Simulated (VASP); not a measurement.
# Au (Im-3m) in VASP: a series of runs, part 2 of 2

VASP 6.6.1. Earlier steps stand in the parts before.

## (3) Single point, RPBE (volume scaled by 0.92)

INCAR

```
SYSTEM = Au
  ALGO = Normal
  EDIFF = 1E-7
  ENCUT = 520
  GGA = RP
  ISIF = 2
  ISMEAR = -1
  LASPH = .TRUE.
  LCHARG = .FALSE.
  LREAL = .FALSE.
  LWAVE = .FALSE.
  NBANDS = 12
  NELM = 60
  PREC = Accurate
  SIGMA = 0.1
```

KPOINTS

```
k-points
0
G
  15 15 15
  0 0 0
```

POSCAR

```
Au
1.0
   -1.6221121795      1.6221121795      1.6221121795
    1.6221121795     -1.6221121795      1.6221121795
    1.6221121795      1.6221121795     -1.6221121795
Au
1
Direct
    0.0000000000      0.0000000000      0.0000000000
```

Potentials or basis: VASP PAW PBE potentials, release 64 (Au).

Started as:

```sh
$ cat potpaw_PBE.64/Au/POTCAR > POTCAR
$ mpirun -np 1 vasp_std > vasp.out
```

OUTCAR:

```text
SYSTEM = Au
   EDIFF = 1E-7
   ENCUT = 520
   GGA = RP
   ISIF = 2
   ISMEAR = -1
   LASPH = .TRUE.
   LREAL = .FALSE.
   NELM = 60
   PREC = Accurate

 ion  position               nearest neighbor table
   1  0.000  0.000  0.000-

  LATTYP: Found a body centered cubic cell.
 ALAT       =     3.2442243590

  Lattice vectors:

 A1 = (  -1.6221121795,   1.6221121795,   1.6221121795)
 A2 = (   1.6221121795,  -1.6221121795,   1.6221121795)
 A3 = (   1.6221121795,   1.6221121795,  -1.6221121795)

Analysis of symmetry for initial positions (statically):
=====================================================================
 Subroutine PRICEL returns:
 Original cell was already a primitive cell.

 Routine SETGRP: Setting up the symmetry group for a
 body centered cubic supercell.

 Subroutine GETGRP returns: Found 48 space group operations
 (whereof 48 operations were pure point group operations)
 out of a pool of 48 trial point group operations.

The static configuration has the point symmetry O_h .

Analysis of symmetry for dynamics (positions and initial velocities):
=====================================================================
 Subroutine PRICEL returns:
 Original cell was already a primitive cell.

 Routine SETGRP: Setting up the symmetry group for a
 body centered cubic supercell.

 Subroutine GETGRP returns: Found 48 space group operations
 (whereof 48 operations were pure point group operations)
 out of a pool of 48 trial point group operations.

The dynamic configuration has the point symmetry O_h .

 Subroutine INISYM returns: Found 48 space group operations
 (whereof 48 operations are pure point group operations),
 and found     1 'primitive' translations

----------------------------------------------------------------------------------------

                                     Primitive cell

  volume of cell :      17.0727

  direct lattice vectors                    reciprocal lattice vectors
    -1.622112179  1.622112179  1.622112179     0.000000000  0.308240087  0.308240087
     1.622112179 -1.622112179  1.622112179     0.308240087  0.000000000  0.308240087
     1.622112179  1.622112179 -1.622112179     0.308240087  0.308240087  0.000000000

  length of vectors
     2.809580710  2.809580710  2.809580710     0.435917312  0.435917312  0.435917312

  position of ions in fractional coordinates (direct lattice)
     0.000000000  0.000000000  0.000000000

  ion indices of the primitive-cell ions
   primitive index   ion index
                 1           1

----------------------------------------------------------------------------------------

 KPOINTS: k-points

Automatic generation of k-mesh.
 Grid dimensions read from file:
 generate k-points for:   15   15   15

 Generating k-lattice:

  Cartesian coordinates                     Fractional coordinates (reciprocal lattice)
     0.000000000  0.020549339  0.020549339     0.066666667  0.000000000  0.000000000
     0.020549339  0.000000000  0.020549339     0.000000000  0.066666667  0.000000000
     0.020549339  0.020549339  0.000000000     0.000000000  0.000000000  0.066666667

  Length of vectors
     0.029061154  0.029061154  0.029061154

  Shift w.r.t. Gamma in fractional coordinates (k-lattice)
     0.000000000  0.000000000  0.000000000

 Subroutine IBZKPT returns following result:
 ===========================================

 Found    120 irreducible k-points:

 Following reciprocal coordinates:
            Coordinates               Weight
  0.000000  0.000000  0.000000      1.000000
  0.066667  0.000000  0.000000     12.000000
  0.133333  0.000000  0.000000     12.000000
  0.200000  0.000000  0.000000     12.000000
  0.266667  0.000000  0.000000     12.000000
  0.333333  0.000000  0.000000     12.000000
[... 16 lines left out ...]
  0.333333  0.200000  0.000000     48.000000
  0.400000  0.200000  0.000000     24.000000
 [... further k-points ...]
   k-points           NKPTS =    120   k-points in BZ     NKDIM =    120   number of bands    NBANDS=     12
   number of dos      NEDOS =    301   number of ions     NIONS =      1
   total plane-waves  NPLWV =  13824
   dimension x,y,z NGX =    24 NGY =   24 NGZ =   24
   dimension x,y,z NGXF=    48 NGYF=   48 NGZF=   48
   ions per type =               1
   NGX,Y,Z   is equivalent  to a cutoff of  14.20, 14.20, 14.20 a.u.
   NGXF,Y,Z  is equivalent  to a cutoff of  28.40, 28.40, 28.40 a.u.
 SYSTEM =  Au
   PREC   = accura    normal or accurate (medium, high low for compatibility)
   ISTART =      0    job   : 0-new  1-cont  2-samecut
   ICHARG =      2    charge: 1-file 2-atom 10-const
   ISPIN  =      1    spin polarized calculation?
   LNONCOLLINEAR =      F non collinear calculations
   LSORBIT =      F    spin-orbit coupling
   LASPH  =      T    aspherical Exc in radial PAW
   ENCUT  =  520.0 eV  38.22 Ry    6.18 a.u.   5.22  5.22  5.22*2*pi/ulx,y,z
   NELM   =     60;   NELMIN=  2; NELMDL= -5     # of ELM steps
   EDIFF  = 0.1E-06   stopping-criterion for ELM
   LREAL  =      F    real-space projection
   EDIFFG = 0.1E-05   stopping-criterion for IOM
   NSW    =      0    number of steps for IOM
   IBRION =     -1    ionic relax: 0-MD 1-quasi-New 2-CG
   NFREE  =      0    steps in history (QN), initial steepest desc. (CG)
   ISIF   =      2    stress and relaxation
   ISYM   =      2    0-nonsym 1-usesym 2-fastsym
   POTIM  = 0.5000    time-step for ionic-motion
   TEBEG  =    0.0;   TEEND  =   0.0 temperature during run
   PSTRESS=    0.0 pullay stress
   NELECT =      11.0000    total number of electrons
   NUPDOWN=      -1.0000    fix difference up-down
   EMIN   =  10.00;   EMAX   =-10.00  energy-range for DOS
   EFERMI =   0.00;   METHOD = LEGACY
   ISMEAR =    -1;   SIGMA  =   0.10  broadening in eV -4-tet -1-fermi 0-gaus
   EFERMI_NEDOS =   21; number of points for ismear=-14 and -15
   IALGO  =     38    algorithm
   IMIX   =      4    mixing-type and parameters
     AMIX     =   0.40;   BMIX     =  1.00
     AMIX_MAG =   1.60;   BMIX_MAG =  1.00
  volume/ion in A,a.u.               =      17.07       115.21
  Fermi-wavevector in a.u.,A,eV,Ry     =   1.413963  2.672003 27.202027  1.999293
  Thomas-Fermi vector in A             =   2.535555
   LORBIT       =      0    0 simple, 1 ext, 2 COOP (PROOUT), +10 PAW based schemes
   GGA     = RP    functional components
   LHFCALC =     F    Hartree Fock is set to
   AEXX    =    0.0000 exact exchange contribution
   IVDW    =     0    specifies the selected vdW correction
   LEPSILON=     F    determine dielectric tensor
   LRPA    =     F    only Hartree local field effects (RPA)
 non-spin polarized calculation
  energy-cutoff  :      520.00
  volume of cell :       17.07
 maximum number of plane-waves:       478
 NGX is ok and might be reduce to    24
   NGX = 11   NGY = 11   NGZ = 11

 number of electron      11.0000001 magnetization

 Free energy of the ion-electron system (eV)
  ---------------------------------------------------
  ext. energy  EPLUGINS =         0.00000000
  ---------------------------------------------------
  free energy    TOTEN  =        -2.56664656 eV

  energy without entropy =       -2.55582874  energy(sigma->0) =       -2.56123765

 E-fermi :   9.4602     XC(G=0): -12.6221

 val. band max:        9.4224622192   @ k =  -0.4000   0.4667   0.0667
 cond. band min:       9.5112043958   @ k =  -0.4000   0.4000   0.2000
 fundamental gap:      0.0887421765
 Fermi energy:         9.4601932613

 k-point     1 :       0.0000    0.0000    0.0000
  band No.  band energies     occupation
      1      -0.2409      2.00000
      2       4.6874      2.00000
      3       4.6874      2.00000
      4       4.6874      2.00000
      5       6.6056      2.00000
      6       6.6056      2.00000
      7      26.0633      0.00000
      8      26.0633      0.00000
      9      26.0633      0.00000
     10      33.9308      0.00000
     11      33.9308      0.00000
     12      33.9308      0.00000

 k-point     2 :       0.0667    0.0000    0.0000
  band No.  band energies     occupation
      1      -0.0770      2.00000
      2       4.6350      2.00000
      3       4.6919      2.00000
      4       4.8034      2.00000
      5       6.5425      2.00000
      6       6.6093      2.00000
      7      26.0507      0.00000
      8      26.1054      0.00000
      9      26.2748      0.00000
     10      32.1187      0.00000
     11      32.2241      0.00000
     12      33.3475      0.00000
[... 316 lines left out ...]
 k-point    24 :       0.4000    0.2000    0.0000
  band No.  band energies     occupation
      1       3.0205      2.00000
      2       3.8866      2.00000
      3       5.4963      2.00000
      4       6.4707      2.00000
      5       7.1452      2.00000
      6      12.1712      0.00000
      7      12.9540      0.00000
      8      18.8611      0.00000
      9      23.4704      0.00000
     10      30.4682      0.00000
     11      31.5970      0.00000
     12      35.2453      0.00000

 [... further k-points ...]
[... 5 lines left out ...]
  --------------------------------------------------------------------------------------
  -------------------------------------------------------------------------------------
  Total        1.3580922      1.3580922      1.3580922      0.0000000     -0.0000000      0.0000000
  in kB      127.4492237    127.4492237    127.4492237      0.0000000     -0.0000000      0.0000000
  external PRESSURE =     127.4492237 kB  Pullay stress =       0.0000000 kB

 VOLUME and BASIS-vectors are now :
 -----------------------------------------------------------------------------
  energy-cutoff  :      520.00
  volume of cell :       17.07
      direct lattice vectors                 reciprocal lattice vectors
    -1.622112179  1.622112179  1.622112179     0.000000000  0.308240087  0.308240087
     1.622112179 -1.622112179  1.622112179     0.308240087  0.000000000  0.308240087
     1.622112179  1.622112179 -1.622112179     0.308240087  0.308240087  0.000000000

 POSITION                                       TOTAL-FORCE (eV/Angst)
 -----------------------------------------------------------------------------------
      0.00000      0.00000      0.00000         0.000000      0.000000      0.000000
 -----------------------------------------------------------------------------------
    total drift:                               -0.000000      0.000000     -0.000000

  FREE ENERGIE OF THE ION-ELECTRON SYSTEM (eV)
  ---------------------------------------------------
  free  energy   TOTEN  =        -2.5666465588 eV

  energy  without entropy=       -2.5558287368  energy(sigma->0) =       -2.56123765
```

OSZICAR:

```text
N       E                     dE             d eps       ncg     rms          rms(c)
DAV:   1     0.497334568931E+02    0.49733E+02   -0.55294E+03  2984   0.815E+02
DAV:   2    -0.210084655261E+01   -0.51834E+02   -0.49392E+02  3424   0.187E+02
DAV:   3    -0.279345434010E+01   -0.69261E+00   -0.69204E+00  3388   0.206E+01
DAV:   4    -0.279588811046E+01   -0.24338E-02   -0.24337E-02  3304   0.142E+00
DAV:   5    -0.279590624878E+01   -0.18138E-04   -0.18139E-04  3380   0.115E-01    0.900E+00
DAV:   6    -0.258486552409E+01    0.21104E+00   -0.56063E-01  3168   0.607E+00    0.586E+00
DAV:   7    -0.256838318269E+01    0.16482E-01   -0.59871E-02  3360   0.201E+00    0.274E+00
DAV:   8    -0.256664771811E+01    0.17355E-02   -0.17507E-03  3144   0.339E-01    0.220E-01
DAV:   9    -0.256663769992E+01    0.10018E-04   -0.80456E-06  3296   0.256E-02    0.203E-02
DAV:  10    -0.256664674415E+01   -0.90442E-05   -0.53840E-06  3232   0.236E-02    0.373E-03
DAV:  11    -0.256664659919E+01    0.14497E-06   -0.73217E-08  3240   0.199E-03    0.538E-04
DAV:  12    -0.256664655884E+01    0.40352E-07   -0.35588E-09  1700   0.599E-04
   1 F= -.25666466E+01 E0= -.25612376E+01  d E =-.108178E-01
```

stdout:

```text
POSCAR found type information on POSCAR Au
 POSCAR found :  1 types and       1 ions
 scaLAPACK will be used
 -----------------------------------------------------------------------------
|                                                                             |
|                                                                             |
|     You enforced a specific xc type in the INCAR file but a different       |
|     I HOPE YOU KNOW WHAT YOU ARE DOING!                                     |
|                                                                             |
 -----------------------------------------------------------------------------

 LDA part: xc-table for (Slater+PW92), standard interpolation
 POSCAR, INCAR and KPOINTS ok, starting setup
 FFT: planning ... GRIDC
 FFT: planning ... GRID_SOFT
 FFT: planning ... GRID
 WAVECAR not read
 entering main loop
```

Run time: 13 s. Hardware: 1 thread of Intel Xeon Platinum 8259CL at 2.50GHz (Skylake/Cascade Lake), shared host; peak memory 0.16 GiB.

What came out:

* Free energy: -2.5666 eV
* Pressure: 12.7 GPa

Caveat: the PAW data sets were made with another functional, which shifts forces and pressure a little; spin-orbit coupling is left out, which moves the levels of the heavy elements.
